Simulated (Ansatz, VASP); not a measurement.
Two plane-wave programs on LiCl

```
CELL_PARAMETERS angstrom
0.00000 2.57413 2.57413
2.57413 0.00000 2.57413
2.57413 2.57413 0.00000
ATOMIC_POSITIONS crystal
Li 0.00000 0.00000 0.00000
Cl 0.50000 0.50000 0.50000
```

Alike in both runs: task single point; functional PBE; k mesh 8 × 8 × 8; occupations gaussian, width 0.02 eV; no spin polarisation.

|  | VASP | Ansatz |
| --- | --- | --- |
| version | VASP 6.6.1 | Ansatz 0.2.0 |
| potentials or method | VASP PAW PBE potentials, release 64 (Li_sv, Cl), cutoff 520 eV | scalar-relativistic, plane waves, PAW |
| valence electrons in the cell | 10 | 10 |

```tsv
	VASP	Ansatz	Ansatz less VASP
gap on the k mesh at the Fermi level (eV)	6.28	6.27	-0.012
least direct gap on the mesh (eV)	6.28	6.27	-0.012
```

The functional is the same, so the differences come from potentials, cutoffs and numerics.

Noted on VASP's run: the cutoff is short for stress, so the pressure is rough.
